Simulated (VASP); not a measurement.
# MnS (Fm-3m) in VASP: further runs

The runs below take MnS through single point, relaxation of cell and atoms, with PBEsol.

All numbers are computed with VASP 6.6.1; they aren't measurements. Logs are shortened: lines on timing, memory, paths and dates and some standing lists are left out, and cuts for length are marked.

### Step 1. The cell of the first run

Symmetry: Fm-3m, No. 225, cubic system. Conventional cell: a = 4.939 Å, b = 4.939 Å, c = 4.939 Å, α = 90.00°, β = 90.00°, γ = 90.00°. Within 3.3 Å of Mn (site symmetry m-3m) lie 6 S at 2.47 Å. Within 3.3 Å of S (site symmetry m-3m) lie 6 Mn at 2.47 Å.

### Step 2. Single point, PBEsol, collinear spin, ferromagnetic start

File INCAR:

```
SYSTEM = MnS
ALGO = Normal ; EDIFF = 1E-7
ENCUT = 520 ; GGA = PS
ISIF = 2 ; ISMEAR = 0
ISPIN = 2 ; LASPH = .True.
LCHARG = .False. ; LMAXMIX = 4
LORBIT = 11 ; LREAL = .False.
LWAVE = .False. ; MAGMOM = 4.42 0.14
NBANDS = 20 ; NELM = 150
PREC = Accurate ; SIGMA = 0.1
```

File KPOINTS:

```
k-points
0
Gamma
  14 14 14
  0 0 0
```

File POSCAR:

```
MnS
1.0
    0.0000000000      2.4694308672      2.4694308672
    2.4694308672      0.0000000000      2.4694308672
    2.4694308672      2.4694308672      0.0000000000
Mn S
1 1
Direct
    0.0000000000      0.0000000000      0.0000000000
    0.5000000000      0.5000000000      0.5000000000
```

Potentials or basis: VASP PAW PBE potentials, release 64 (Mn_pv, S).

The run is started by

```bash
> cat potpaw_PBE.64/Mn_pv/POTCAR potpaw_PBE.64/S/POTCAR > POTCAR
> mpirun -np 1 vasp_std > vasp.out
```

OUTCAR:

```text
SYSTEM = MnS
   EDIFF = 1E-7
   ENCUT = 520
   GGA = PS
   ISIF = 2
   ISMEAR = 0
   ISPIN = 2
   LASPH = .True.
   LORBIT = 11
   LREAL = .False.
   NELM = 150
   PREC = Accurate

 ion  position               nearest neighbor table
   1  0.000  0.000  0.000-   2 2.47   2 2.47   2 2.47   2 2.47   2 2.47   2 2.47
   2  0.500  0.500  0.500-   1 2.47   1 2.47   1 2.47   1 2.47   1 2.47   1 2.47

  LATTYP: Found a face centered cubic cell.
 ALAT       =     4.9388617344

  Lattice vectors:

 A1 = (   0.0000000000,   2.4694308672,   2.4694308672)
 A2 = (   2.4694308672,   0.0000000000,   2.4694308672)
 A3 = (   2.4694308672,   2.4694308672,   0.0000000000)

Analysis of symmetry for initial positions (statically):
=====================================================================
 Subroutine PRICEL returns:
 Original cell was already a primitive cell.

 Routine SETGRP: Setting up the symmetry group for a
 face centered cubic supercell.

 Subroutine GETGRP returns: Found 48 space group operations
 (whereof 48 operations were pure point group operations)
 out of a pool of 48 trial point group operations.

The static configuration has the point symmetry O_h .

Analysis of symmetry for dynamics (positions and initial velocities):
=====================================================================
 Subroutine PRICEL returns:
 Original cell was already a primitive cell.

 Routine SETGRP: Setting up the symmetry group for a
 face centered cubic supercell.

 Subroutine GETGRP returns: Found 48 space group operations
 (whereof 48 operations were pure point group operations)
 out of a pool of 48 trial point group operations.

The dynamic configuration has the point symmetry O_h .

Analysis of structural, dynamic, and magnetic symmetry:
=====================================================================
 Subroutine PRICEL returns:
 Original cell was already a primitive cell.

 Routine SETGRP: Setting up the symmetry group for a
 face centered cubic supercell.

 Subroutine GETGRP returns: Found 48 space group operations
 (whereof 48 operations were pure point group operations)
 out of a pool of 48 trial point group operations.

The overall configuration has the point symmetry O_h .

 Subroutine INISYM returns: Found 48 space group operations
 (whereof 48 operations are pure point group operations),
 and found     1 'primitive' translations

----------------------------------------------------------------------------------------

                                     Primitive cell

  volume of cell :      30.1176

  direct lattice vectors                    reciprocal lattice vectors
     0.000000000  2.469430867  2.469430867    -0.202475804  0.202475804  0.202475804
     2.469430867  0.000000000  2.469430867     0.202475804 -0.202475804  0.202475804
     2.469430867  2.469430867  0.000000000     0.202475804  0.202475804 -0.202475804

  length of vectors
     3.492302624  3.492302624  3.492302624     0.350698380  0.350698380  0.350698380

  position of ions in fractional coordinates (direct lattice)
     0.000000000  0.000000000  0.000000000
     0.500000000  0.500000000  0.500000000

  ion indices of the primitive-cell ions
   primitive index   ion index
                 1           1
                 2           2

----------------------------------------------------------------------------------------

 KPOINTS: k-points

Automatic generation of k-mesh.
 Grid dimensions read from file:
 generate k-points for:   14   14   14

 Generating k-lattice:

  Cartesian coordinates                     Fractional coordinates (reciprocal lattice)
    -0.014462557  0.014462557  0.014462557     0.071428571  0.000000000  0.000000000
     0.014462557 -0.014462557  0.014462557     0.000000000  0.071428571  0.000000000
     0.014462557  0.014462557 -0.014462557     0.000000000  0.000000000  0.071428571

  Length of vectors
     0.025049884  0.025049884  0.025049884

  Shift w.r.t. Gamma in fractional coordinates (k-lattice)
     0.000000000  0.000000000  0.000000000

 Subroutine IBZKPT returns following result:
 ===========================================

 Found    104 irreducible k-points:

 Following reciprocal coordinates:
            Coordinates               Weight
  0.000000  0.000000  0.000000      1.000000
  0.071429  0.000000  0.000000      8.000000
  0.142857  0.000000  0.000000      8.000000
  0.214286  0.000000  0.000000      8.000000
  0.285714  0.000000  0.000000      8.000000
  0.357143  0.000000  0.000000      8.000000
[... 16 lines left out ...]
  0.214286  0.142857  0.000000     24.000000
  0.285714  0.142857  0.000000     24.000000
 [... further k-points ...]
   k-points           NKPTS =    104   k-points in BZ     NKDIM =    104   number of bands    NBANDS=     20
   number of dos      NEDOS =    301   number of ions     NIONS =      2
   total plane-waves  NPLWV =  21952
   dimension x,y,z NGX =    28 NGY =   28 NGZ =   28
   dimension x,y,z NGXF=    56 NGYF=   56 NGZF=   56
   ions per type =               1   1
   NGX,Y,Z   is equivalent  to a cutoff of  13.33, 13.33, 13.33 a.u.
   NGXF,Y,Z  is equivalent  to a cutoff of  26.66, 26.66, 26.66 a.u.
 SYSTEM =  MnS
   PREC   = accura    normal or accurate (medium, high low for compatibility)
   ISTART =      0    job   : 0-new  1-cont  2-samecut
   ICHARG =      2    charge: 1-file 2-atom 10-const
   ISPIN  =      2    spin polarized calculation?
   LNONCOLLINEAR =      F non collinear calculations
   LSORBIT =      F    spin-orbit coupling
   LASPH  =      T    aspherical Exc in radial PAW
   ENCUT  =  520.0 eV  38.22 Ry    6.18 a.u.   6.49  6.49  6.49*2*pi/ulx,y,z
   NELM   =    150;   NELMIN=  2; NELMDL= -5     # of ELM steps
   EDIFF  = 0.1E-06   stopping-criterion for ELM
   LREAL  =      F    real-space projection
   EDIFFG = 0.1E-05   stopping-criterion for IOM
   NSW    =      0    number of steps for IOM
   IBRION =     -1    ionic relax: 0-MD 1-quasi-New 2-CG
   NFREE  =      0    steps in history (QN), initial steepest desc. (CG)
   ISIF   =      2    stress and relaxation
   ISYM   =      2    0-nonsym 1-usesym 2-fastsym
   POTIM  = 0.5000    time-step for ionic-motion
   TEBEG  =    0.0;   TEEND  =   0.0 temperature during run
   PSTRESS=    0.0 pullay stress
   NELECT =      19.0000    total number of electrons
   NUPDOWN=      -1.0000    fix difference up-down
   EMIN   =  10.00;   EMAX   =-10.00  energy-range for DOS
   EFERMI =   0.00;   METHOD = LEGACY
   ISMEAR =     0;   SIGMA  =   0.10  broadening in eV -4-tet -1-fermi 0-gaus
   EFERMI_NEDOS =   21; number of points for ismear=-14 and -15
   IALGO  =     38    algorithm
   IMIX   =      4    mixing-type and parameters
     AMIX     =   0.40;   BMIX     =  1.00
     AMIX_MAG =   1.60;   BMIX_MAG =  1.00
  volume/ion in A,a.u.               =      15.06       101.62
  Fermi-wavevector in a.u.,A,eV,Ry     =   1.404061  2.653290 26.822334  1.971386
  Thomas-Fermi vector in A             =   2.526660
   LORBIT       =     11    0 simple, 1 ext, 2 COOP (PROOUT), +10 PAW based schemes
   GGA     = PS    functional components
   LHFCALC =     F    Hartree Fock is set to
   AEXX    =    0.0000 exact exchange contribution
   IVDW    =     0    specifies the selected vdW correction
   LEPSILON=     F    determine dielectric tensor
   LRPA    =     F    only Hartree local field effects (RPA)
 spin polarized calculation
 Gauss-broadening in eV      SIGMA  =   0.10
  energy-cutoff  :      520.00
  volume of cell :       30.12
 maximum number of plane-waves:       869
 NGX is ok and might be reduce to    28
   NGX = 13   NGY = 13   NGZ = 13

 number of electron      18.9999986 magnetization       4.1143370

 Free energy of the ion-electron system (eV)
  ---------------------------------------------------
  ext. energy  EPLUGINS =         0.00000000
  ---------------------------------------------------
  free energy    TOTEN  =       -14.98130002 eV

  energy without entropy =      -14.97371653  energy(sigma->0) =      -14.97750828

 E-fermi :   8.4021     XC(G=0): -11.6335

 val. band max:        8.3977868816   @ k =  -0.3571   0.4286   0.1429
 cond. band min:       8.4284650256   @ k =  -0.4286   0.2857   0.0000
 fundamental gap:      0.0306781440
 Fermi energy:         8.4021034670

 spin component 1

 k-point     1 :       0.0000    0.0000    0.0000
  band No.  band energies     occupation
      1     -41.8324      1.00000
      2     -41.8324      1.00000
      3     -41.8324      1.00000
      4      -7.3475      1.00000
      5       5.0215      1.00000
      6       5.0215      1.00000
[... 12 lines left out ...]
     19      21.0281      0.00000
     20      22.1596      0.00000

 k-point     2 :       0.0714    0.0000    0.0000
  band No.  band energies     occupation
      1     -41.8334      1.00000
      2     -41.8326      1.00000
      3     -41.8326      1.00000
      4      -7.2814      1.00000
      5       4.8137      1.00000
      6       4.8371      1.00000
[... 12 lines left out ...]
     19      20.0887      0.00000
     20      22.2346      0.00000

 k-point     3 :       0.1429    0.0000    0.0000
  band No.  band energies     occupation
      1     -41.8360      1.00000
      2     -41.8329      1.00000
      3     -41.8329      1.00000
      4      -7.0878      1.00000
      5       4.1246      1.00000
      6       4.3568      1.00000
[... 12 lines left out ...]
     19      20.5282      0.00000
     20      22.8035      0.00000

 k-point     4 :       0.2143    0.0000    0.0000
  band No.  band energies     occupation
      1     -41.8398      1.00000
      2     -41.8335      1.00000
      3     -41.8335      1.00000
      4      -6.7822      1.00000
      5       3.1216      1.00000
      6       3.8923      1.00000
[... 429 lines left out ...]
 k-point    23 :       0.2143    0.1429    0.0000
  band No.  band energies     occupation
      1     -41.8382      1.00000
      2     -41.8345      1.00000
      3     -41.8343      1.00000
      4      -6.7928      1.00000
      5       3.0115      1.00000
      6       4.2885      1.00000
[... 12 lines left out ...]
     19      22.4755      0.00000
     20      24.1963      0.00000

 k-point    24 :       0.2857    0.1429    0.0000
  band No.  band energies     occupation
      1     -41.8417      1.00000
      2     -41.8351      1.00000
      3     -41.8348      1.00000
      4      -6.4822      1.00000
      5       2.4030      1.00000
      6       3.7171      1.00000
[... 12 lines left out ...]
     19      22.6328      0.00000
     20      25.5409      0.00000

 [... further k-points ...]

 spin component 2

 k-point     1 :       0.0000    0.0000    0.0000
  band No.  band energies     occupation
      1     -37.8617      1.00000
      2     -37.8617      1.00000
      3     -37.8617      1.00000
      4      -7.0570      1.00000
      5       6.5677      1.00000
      6       6.5677      1.00000
[... 12 lines left out ...]
     19      22.1107      0.00000
     20      23.6081      0.00000

 k-point     2 :       0.0714    0.0000    0.0000
  band No.  band energies     occupation
      1     -37.8629      1.00000
      2     -37.8619      1.00000
      3     -37.8619      1.00000
      4      -6.9927      1.00000
      5       6.0560      1.00000
      6       6.2987      1.00000
[... 12 lines left out ...]
     19      21.2839      0.00000
     20      23.6654      0.00000

 k-point     3 :       0.1429    0.0000    0.0000
  band No.  band energies     occupation
      1     -37.8663      1.00000
      2     -37.8623      1.00000
      3     -37.8623      1.00000
      4      -6.8049      1.00000
      5       5.0061      1.00000
      6       5.7929      1.00000
[... 12 lines left out ...]
     19      21.0060      0.00000
     20      24.0159      0.00000

 k-point     4 :       0.2143    0.0000    0.0000
  band No.  band energies     occupation
      1     -37.8713      1.00000
      2     -37.8630      1.00000
      3     -37.8630      1.00000
      4      -6.5097      1.00000
      5       3.8352      1.00000
      6       5.2958      1.00000
[... 429 lines left out ...]
 k-point    23 :       0.2143    0.1429    0.0000
  band No.  band energies     occupation
      1     -37.8692      1.00000
      2     -37.8643      1.00000
      3     -37.8640      1.00000
      4      -6.5177      1.00000
      5       3.9743      1.00000
      6       5.4276      1.00000
[... 12 lines left out ...]
     19      22.9063      0.00000
     20      25.4066      0.00000

 k-point    24 :       0.2857    0.1429    0.0000
  band No.  band energies     occupation
      1     -37.8737      1.00000
      2     -37.8651      1.00000
      3     -37.8647      1.00000
      4      -6.2173      1.00000
      5       3.1981      1.00000
      6       4.8633      1.00000
[... 12 lines left out ...]
     19      23.4647      0.00000
     20      26.2546      0.00000

 [... further k-points ...]

------------------------ aborting loop because EDIFF is reached ----------------------------------------

  FORCE on cell =-STRESS in cart. coord.  units (eV):
  Direction    XX          YY          ZZ          XY          YZ          ZX
  --------------------------------------------------------------------------------------
  -------------------------------------------------------------------------------------
  Total        0.0487665      0.0487665      0.0487665      0.0000000      0.0000000      0.0000000
  in kB        2.5942495      2.5942495      2.5942495      0.0000000      0.0000000      0.0000000
  external PRESSURE =       2.5942495 kB  Pullay stress =       0.0000000 kB

 VOLUME and BASIS-vectors are now :
 -----------------------------------------------------------------------------
  energy-cutoff  :      520.00
  volume of cell :       30.12
      direct lattice vectors                 reciprocal lattice vectors
     0.000000000  2.469430867  2.469430867    -0.202475804  0.202475804  0.202475804
     2.469430867  0.000000000  2.469430867     0.202475804 -0.202475804  0.202475804
     2.469430867  2.469430867  0.000000000     0.202475804  0.202475804 -0.202475804

 POSITION                                       TOTAL-FORCE (eV/Angst)
 -----------------------------------------------------------------------------------
      0.00000      0.00000      0.00000         0.000000      0.000000     -0.000000
      2.46943      2.46943      2.46943        -0.000000     -0.000000      0.000000
 -----------------------------------------------------------------------------------
    total drift:                               -0.000000      0.000000      0.000000

  FREE ENERGIE OF THE ION-ELECTRON SYSTEM (eV)
  ---------------------------------------------------
  free  energy   TOTEN  =       -14.9813000221 eV

  energy  without entropy=      -14.9737165336  energy(sigma->0) =      -14.97750828

 total charge

# of ion       s       p       d       tot
------------------------------------------
    1        0.250   6.218   5.030  11.499
    2        1.322   2.396   0.000   3.719
--------------------------------------------------
tot          1.572   8.615   5.030  15.217

 magnetization (x)

# of ion       s       p       d       tot
------------------------------------------
    1        0.053   0.043   3.699   3.795
    2        0.026   0.035   0.000   0.060
--------------------------------------------------
tot          0.079   0.078   3.699   3.855
```

Run time: 59 s. Hardware: 1 thread of AMD EPYC 9R45 (Zen 5), shared host; peak memory 0.21 GiB.

What came out:

```yaml
Free_energy: -14.9813 eV
Pressure: 0.3 GPa
Net_moment: 4.11 μB per cell
Site_moments: Mn +3.79; S +0.06 μB
Valence_electrons_inside_the_program's_atomic_spheres: Mn 11.50; S 3.72
```

Caveat: the PAW data sets were made with another functional, which shifts forces and pressure a little; a cell with one magnetic atom can't hold antiferromagnetic order, which such compounds often take; semilocal functionals often make such compounds metallic where correlation or magnetic order opens a gap, which also shifts bond lengths. With open d or f shells a metallic result of PBEsol can be an artefact of self-interaction; +U or a hybrid may open a gap.

### Step 3. Relaxation of cell and atoms, PBEsol, collinear spin, ferromagnetic start

This run uses another cell than the first one, of 16.53 Å³/atom.

File INCAR:

```
PREC     = Accurate       # precision mode
ENCUT    = 600            # plane-wave cutoff, eV
EDIFF    = 1E-7           # SCF threshold, eV
ISMEAR   = 0              # smearing method
SIGMA    = 0.1            # smearing width, eV
LREAL    = F              # projectors in reciprocal space
LASPH    = T              # aspherical terms in the spheres
NELM     = 150            # most SCF steps
ALGO     = Normal         # electronic algorithm
ISIF     = 3              # what is computed and relaxed
LWAVE    = F              # write WAVECAR
LCHARG   = F              # write CHGCAR
ISPIN    = 2              # spin polarisation
MAGMOM   = 4.42 0.14      # initial moments
LORBIT   = 11             # projections on sites
LMAXMIX  = 4              # l up to which the mixer works
GGA      = PS             # functional
IBRION   = 2              # ionic algorithm
NSW      = 70             # ionic steps
EDIFFG   = -0.005         # ionic threshold
```

File KPOINTS:

```
regular mesh
0
Gamma
  14 14 14
```

File POSCAR:

```
MnS
1.0
    0.0000000000      2.5476020677      2.5476020677
    2.5476020677      0.0000000000      2.5476020677
    2.5476020677      2.5476020677      0.0000000000
Mn S
1 1
Direct
    0.0000000000      0.0000000000      0.0000000000
    0.5000000000      0.5000000000      0.5000000000
```

Potentials or basis: VASP PAW PBE potentials, release 64 (Mn_pv, S).

The run is started by

```bash
> cat potpaw_PBE.64/Mn_pv/POTCAR potpaw_PBE.64/S/POTCAR > POTCAR
> mpirun -np 1 vasp_std > vasp.out
```

Run time: 2.3 min. Hardware: 1 thread of AMD EPYC 9R45 (Zen 5), shared host; peak memory 0.24 GiB.

The run converged. Its results:

| Item | Value |
| --- | --- |
| Free energy | -14.9829 eV |
| Relaxed volume | 15.14 Å³/atom |
| Relaxed cell | a = 3.499 Å, b = 3.499 Å, c = 3.499 Å, α = 60.00°, β = 60.00°, γ = 60.00° |
| Space group after relaxing (to 0.1 Å) | Fm-3m (No. 225) |
| Energy gained by relaxing | 19.6 meV/atom |
| Ionic steps | 3 |
| Pressure after relaxing | 0.0 GPa |
| Net moment | 4.14 μB per cell |
| Site moments | Mn +3.82; S +0.06 μB |
| Valence electrons inside the program's atomic spheres | Mn 11.49; S 3.72 |

Step by step:
| step | energy change (eV) | largest force (eV/Å) | pressure (GPa) | volume (Å³) |
| --- | --- | --- | --- | --- |
| 1 | 0.0000 | 0.0000 | -4.80 | 33.07 |
| 2 | -0.0382 | 0.0000 | -0.70 | 30.75 |
| 3 | -0.0393 | 0.0000 | -0.02 | 30.29 |

Final structure:
```
CELL_PARAMETERS angstrom
0.00000 2.47401 2.47401
2.47401 0.00000 2.47401
2.47401 2.47401 0.00000
ATOMIC_POSITIONS crystal
Mn 0.00000 0.00000 0.00000
S 0.50000 0.50000 0.50000
```

Levels at points of the mesh, in eV from the Fermi level:
Spin up:
| k point | band 9 | band 10 | band 11 | band 12 | band 13 | band 14 | band 15 |
| --- | --- | --- | --- | --- | --- | --- | --- |
| (0.00, 0.00, 0.00) | -3.27 | -2.04 | -2.04 | -2.04 | 2.94 | 8.96 | 8.96 |
| (0.50, 0.00, 0.00) | -2.61 | -2.15 | 1.08 | 1.08 | 2.84 | 5.49 | 5.49 |
| (0.50, 0.50, 0.00) | -2.91 | -2.41 | -2.41 | -1.75 | 1.24 | 5.71 | 11.48 |
Spin down:
```tsv
k point	band 4	band 5	band 6	band 7	band 8	band 9	band 10	band 11
(0.00, 0.00, 0.00)	-15.41	-1.83	-1.83	-1.83	-0.25	-0.25	-0.25	-0.11
(0.50, 0.00, 0.00)	-13.69	-7.49	-4.06	-4.06	1.04	1.04	1.31	3.27
(0.50, 0.50, 0.00)	-13.52	-6.54	-3.68	-3.68	-1.68	0.44	1.35	1.35
```

Caveat: the PAW data sets were made with another functional, which shifts forces and pressure a little; a cell with one magnetic atom can't hold antiferromagnetic order, which such compounds often take; semilocal functionals often make such compounds metallic where correlation or magnetic order opens a gap, which also shifts bond lengths. With open d or f shells a metallic result of PBEsol can be an artefact of self-interaction; +U or a hybrid may open a gap.
